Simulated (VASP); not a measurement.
# Na (Im-3m) in VASP: relaxation of cell and atoms with LDA

Aim: the relaxation of cell and atoms of Na with LDA.

Program: VASP 6.6.1. These are calculated values, not measurements. Logs are shortened: lines on timing, memory, paths and dates and some standing lists are left out, and cuts for length are marked.

## 1. The cell of the first run

The structure is cubic, space group Im-3m (No. 229). Conventional cell: a = 4.239 Å, b = 4.239 Å, c = 4.239 Å, α = 90.00°, β = 90.00°, γ = 90.00°. Na (site symmetry m-3m) has 14 Na at 3.67 to 4.24 Å within 4.8 Å.

## 2. Relaxation of cell and atoms, LDA

INCAR

```
SYSTEM = Na
  PREC = Accurate
  ENCUT = 600
  EDIFF = 1E-7
  ISMEAR = -1
  SIGMA = 0.05
  LREAL = .False.
  LASPH = .True.
  NELM = 100
  ALGO = Normal
  ISIF = 3
  LWAVE = .False.
  LCHARG = .False.
  GGA = CA
  IBRION = 2
  NSW = 100
  EDIFFG = -0.005
  ISYM = 0
```

KPOINTS

```
Automatic mesh
0
Gamma
  11 11 11
  0 0 0
```

POSCAR

```
Na
1.0
   -2.1193722587      2.1193722587      2.1193722587
    2.1193722587     -2.1193722587      2.1193722587
    2.1193722587      2.1193722587     -2.1193722587
Na
1
Direct
    0.0000000000      0.0000000000      0.0000000000
```

Potentials or basis: VASP PAW LDA potentials, release 64 (Na_pv).

Run with:

```bash
> cat potpaw_LDA.64/Na_pv/POTCAR > POTCAR
> mpirun -np 1 vasp_std > vasp.out
```

OUTCAR:

```text
SYSTEM = Na
   PREC = Accurate
   ENCUT = 600
   EDIFF = 1E-7
   ISMEAR = -1
   LREAL = .False.
   LASPH = .True.
   NELM = 100
   ISIF = 3
   GGA = CA
   IBRION = 2
   NSW = 100
   EDIFFG = -0.005
   ISYM = 0

 ion  position               nearest neighbor table
   1  0.000  0.000  0.000-

IMPORTANT INFORMATION: All symmetrisations will be switched off!
NOSYMM: (Re-)initialisation of all symmetry stuff for point group C_1.

----------------------------------------------------------------------------------------

                                     Primitive cell

  volume of cell :      38.0787

  direct lattice vectors                    reciprocal lattice vectors
    -2.119372259  2.119372259  2.119372259     0.000000000  0.235918913  0.235918913
     2.119372259 -2.119372259  2.119372259     0.235918913  0.000000000  0.235918913
     2.119372259  2.119372259 -2.119372259     0.235918913  0.235918913  0.000000000

  length of vectors
     3.670860432  3.670860432  3.670860432     0.333639727  0.333639727  0.333639727

  position of ions in fractional coordinates (direct lattice)
     0.000000000  0.000000000  0.000000000

  ion indices of the primitive-cell ions
   primitive index   ion index
                 1           1

----------------------------------------------------------------------------------------

 KPOINTS: Automatic mesh

Automatic generation of k-mesh.
 Grid dimensions read from file:
 generate k-points for:   11   11   11

 Generating k-lattice:

  Cartesian coordinates                     Fractional coordinates (reciprocal lattice)
     0.000000000  0.021447174  0.021447174     0.090909091  0.000000000  0.000000000
     0.021447174  0.000000000  0.021447174     0.000000000  0.090909091  0.000000000
     0.021447174  0.021447174  0.000000000     0.000000000  0.000000000  0.090909091

  Length of vectors
     0.030330884  0.030330884  0.030330884

  Shift w.r.t. Gamma in fractional coordinates (k-lattice)
     0.000000000  0.000000000  0.000000000

 Subroutine IBZKPT returns following result:
 ===========================================

 Found    666 irreducible k-points:

 Following reciprocal coordinates:
            Coordinates               Weight
  0.000000  0.000000  0.000000      1.000000
  0.090909  0.000000  0.000000      2.000000
  0.000000  0.090909  0.000000      2.000000
  0.000000  0.000000  0.090909      2.000000
  0.090909  0.000000 -0.090909      2.000000
  0.090909 -0.090909  0.000000      2.000000
[... 16 lines left out ...]
  0.363636  0.000000 -0.363636      2.000000
  0.363636 -0.363636  0.000000      2.000000
 [... further k-points ...]
   k-points           NKPTS =    666   k-points in BZ     NKDIM =    666   number of bands    NBANDS=      7
   number of dos      NEDOS =    301   number of ions     NIONS =      1
   total plane-waves  NPLWV =  27000
   dimension x,y,z NGX =    30 NGY =   30 NGZ =   30
   dimension x,y,z NGXF=    60 NGYF=   60 NGZF=   60
   ions per type =               1
   NGX,Y,Z   is equivalent  to a cutoff of  13.59, 13.59, 13.59 a.u.
   NGXF,Y,Z  is equivalent  to a cutoff of  27.17, 27.17, 27.17 a.u.
 SYSTEM =  Na
   PREC   = accura    normal or accurate (medium, high low for compatibility)
   ISTART =      0    job   : 0-new  1-cont  2-samecut
   ICHARG =      2    charge: 1-file 2-atom 10-const
   ISPIN  =      1    spin polarized calculation?
   LNONCOLLINEAR =      F non collinear calculations
   LSORBIT =      F    spin-orbit coupling
   LASPH  =      T    aspherical Exc in radial PAW
   ENCUT  =  600.0 eV  44.10 Ry    6.64 a.u.   7.33  7.33  7.33*2*pi/ulx,y,z
   NELM   =    100;   NELMIN=  2; NELMDL= -5     # of ELM steps
   EDIFF  = 0.1E-06   stopping-criterion for ELM
   LREAL  =      F    real-space projection
   EDIFFG = -.5E-02   stopping-criterion for IOM
   NSW    =    100    number of steps for IOM
   IBRION =      2    ionic relax: 0-MD 1-quasi-New 2-CG
   NFREE  =      1    steps in history (QN), initial steepest desc. (CG)
   ISIF   =      3    stress and relaxation
   ISYM   =      0    0-nonsym 1-usesym 2-fastsym
   POTIM  = 0.5000    time-step for ionic-motion
   TEBEG  =    0.0;   TEEND  =   0.0 temperature during run
   PSTRESS=    0.0 pullay stress
   NELECT =       7.0000    total number of electrons
   NUPDOWN=      -1.0000    fix difference up-down
   EMIN   =  10.00;   EMAX   =-10.00  energy-range for DOS
   EFERMI =   0.00;   METHOD = LEGACY
   ISMEAR =    -1;   SIGMA  =   0.05  broadening in eV -4-tet -1-fermi 0-gaus
   EFERMI_NEDOS =   21; number of points for ismear=-14 and -15
   IALGO  =     38    algorithm
   IMIX   =      4    mixing-type and parameters
     AMIX     =   0.40;   BMIX     =  1.00
     AMIX_MAG =   1.60;   BMIX_MAG =  1.00
  volume/ion in A,a.u.               =      38.08       256.97
  Fermi-wavevector in a.u.,A,eV,Ry     =   0.930851  1.759054 11.789230  0.866484
  Thomas-Fermi vector in A             =   2.057283
   LORBIT       =      0    0 simple, 1 ext, 2 COOP (PROOUT), +10 PAW based schemes
   GGA     = CA    functional components
   LHFCALC =     F    Hartree Fock is set to
   AEXX    =    0.0000 exact exchange contribution
   IVDW    =     0    specifies the selected vdW correction
   LEPSILON=     F    determine dielectric tensor
   LRPA    =     F    only Hartree local field effects (RPA)
 conjugate gradient relaxation of ions
 non-spin polarized calculation
  energy-cutoff  :      600.00
  volume of cell :       38.08
 maximum number of plane-waves:      1284
 NGX is ok and might be reduce to    30
   NGX = 15   NGY = 15   NGZ = 15

--------------------------------------- Ionic step        1  -------------------------------------------

 number of electron       6.9999994 magnetization

 Free energy of the ion-electron system (eV)
  ---------------------------------------------------
  ext. energy  EPLUGINS =         0.00000000
  ---------------------------------------------------
  free energy    TOTEN  =        -1.44246574 eV

  energy without entropy =       -1.43945867  energy(sigma->0) =       -1.44096220

------------------------ aborting loop because EDIFF is reached ----------------------------------------

  FORCE on cell =-STRESS in cart. coord.  units (eV):
  Direction    XX          YY          ZZ          XY          YZ          ZX
  --------------------------------------------------------------------------------------
  -------------------------------------------------------------------------------------
  Total       -0.2331963     -0.2331965     -0.2331963     -0.0000004     -0.0000003     -0.0000004
  in kB       -9.8118431     -9.8118491     -9.8118421     -0.0000160     -0.0000145     -0.0000163
  external PRESSURE =      -9.8118448 kB  Pullay stress =       0.0000000 kB

 VOLUME and BASIS-vectors are now :
 -----------------------------------------------------------------------------
  energy-cutoff  :      600.00
  volume of cell :       38.08
      direct lattice vectors                 reciprocal lattice vectors
    -2.119372259  2.119372259  2.119372259     0.000000000  0.235918913  0.235918913
     2.119372259 -2.119372259  2.119372259     0.235918913  0.000000000  0.235918913
     2.119372259  2.119372259 -2.119372259     0.235918913  0.235918913  0.000000000
[... 36 lines left out ...]
 POSITION                                       TOTAL-FORCE (eV/Angst)
 -----------------------------------------------------------------------------------
     -0.00000      0.00000      0.00000         0.000000     -0.000000      0.000000
 -----------------------------------------------------------------------------------
    total drift:                                0.000000     -0.000000      0.000000

  FREE ENERGIE OF THE ION-ELECTRON SYSTEM (eV)
  ---------------------------------------------------
  free  energy   TOTEN  =        -1.4495078671 eV

  energy  without entropy=       -1.4465666750  energy(sigma->0) =       -1.44803727

--------------------------------------- Ionic step        3  -------------------------------------------

 number of electron       6.9999995 magnetization

 Free energy of the ion-electron system (eV)
  ---------------------------------------------------
  ext. energy  EPLUGINS =         0.00000000
  ---------------------------------------------------
  free energy    TOTEN  =        -1.45927825 eV

  energy without entropy =       -1.45652191  energy(sigma->0) =       -1.45790008

 E-fermi :   0.5144     XC(G=0):  -7.0480

 val. band max:        0.4546412317   @ k =   0.1818  -0.0909   0.3636
 cond. band min:       0.5995836882   @ k =  -0.4545  -0.1818  -0.1818
 fundamental gap:      0.1449424565
 Fermi energy:         0.5143636536

 k-point     1 :       0.0000    0.0000    0.0000
  band No.  band energies     occupation
      1     -24.3731      2.00000
      2     -24.3731      2.00000
      3     -24.3731      2.00000
      4      -3.0369      2.00000
      5      12.8537      0.00000
      6      12.8537      0.00000
      7      12.8537      0.00000

 k-point     2 :       0.0909    0.0000    0.0000
  band No.  band energies     occupation
      1     -24.3775      2.00000
      2     -24.3745      2.00000
      3     -24.3731      2.00000
      4      -2.8794      2.00000
      5      11.1423      0.00000
      6      12.0336      0.00000
      7      12.3668      0.00000
[... 201 lines left out ...]
 k-point    23 :       0.3636    0.0000   -0.3636
  band No.  band energies     occupation
      1     -24.4178      2.00000
      2     -24.3879      2.00000
      3     -24.3731      2.00000
      4      -0.5791      2.00000
      5       4.2433      0.00000
      6       9.4805      0.00000
      7      10.5323      0.00000

 k-point    24 :       0.3636   -0.3636    0.0000
  band No.  band energies     occupation
      1     -24.4178      2.00000
      2     -24.3879      2.00000
      3     -24.3731      2.00000
      4      -0.5791      2.00000
      5       4.2433      0.00000
      6       9.4805      0.00000
      7      10.5323      0.00000

 [... further k-points ...]

------------------------ aborting loop because EDIFF is reached ----------------------------------------

  FORCE on cell =-STRESS in cart. coord.  units (eV):
  Direction    XX          YY          ZZ          XY          YZ          ZX
  --------------------------------------------------------------------------------------
  -------------------------------------------------------------------------------------
  Total       -0.0002124     -0.0002124     -0.0002124      0.0000004      0.0000004      0.0000004
  in kB       -0.0102614     -0.0102610     -0.0102619      0.0000202      0.0000170      0.0000194
  external PRESSURE =      -0.0102614 kB  Pullay stress =       0.0000000 kB

 VOLUME and BASIS-vectors are now :
 -----------------------------------------------------------------------------
  energy-cutoff  :      600.00
  volume of cell :       33.17
      direct lattice vectors                 reciprocal lattice vectors
    -2.024000727  2.024000369  2.024000447     0.000000038  0.247035546  0.247035538
     2.024000418 -2.024000652  2.024000407     0.247035541  0.000000036  0.247035540
     2.024000416  2.024000347 -2.024000723     0.247035541  0.247035548  0.000000036

 POSITION                                       TOTAL-FORCE (eV/Angst)
 -----------------------------------------------------------------------------------
     -0.00000      0.00000      0.00000        -0.000000      0.000000      0.000000
 -----------------------------------------------------------------------------------
    total drift:                               -0.000000      0.000000      0.000000

  FREE ENERGIE OF THE ION-ELECTRON SYSTEM (eV)
  ---------------------------------------------------
  free  energy   TOTEN  =        -1.4592782537 eV

  energy  without entropy=       -1.4565219071  energy(sigma->0) =       -1.45790008

 reached required accuracy - stopping structural energy minimisation
```

Wall time 2.7 min (1 thread of AMD EPYC 9R45 (Zen 5), shared host); peak memory 0.27 GiB.

Results:

- Free energy: -1.4593 eV
- Relaxed volume: 33.17 Å³/atom
- Relaxed cell: a = 3.506 Å, b = 3.506 Å, c = 3.506 Å, α = 109.47°, β = 109.47°, γ = 109.47°
- Space group after relaxing (to 0.1 Å): Im-3m (No. 229)
- Energy gained by relaxing: 16.8 meV/atom
- Ionic steps: 3
- Pressure after relaxing: 0.0 GPa
- Band gap on the k mesh: zero (an odd number of electrons rules out a gap without spin polarisation)

Step by step:
| step | energy change (eV) | largest force (eV/Å) | pressure (GPa) | volume (Å³) |
| --- | --- | --- | --- | --- |
| 1 | 0.0000 | 0.0000 | -0.98 | 38.08 |
| 2 | -0.0070 | 0.0000 | -0.81 | 36.81 |
| 3 | -0.0168 | 0.0000 | 0.00 | 33.17 |

Final structure:
```xyz
1
Lattice="-2.0240 2.0240 2.0240 2.0240 -2.0240 2.0240 2.0240 2.0240 -2.0240" Properties=species:S:1:pos:R:3 pbc="T T T"
Na    0.0000    0.0000    0.0000
```

The gap in the log of VASP goes by the Fermi energy; the results here count the filled bands.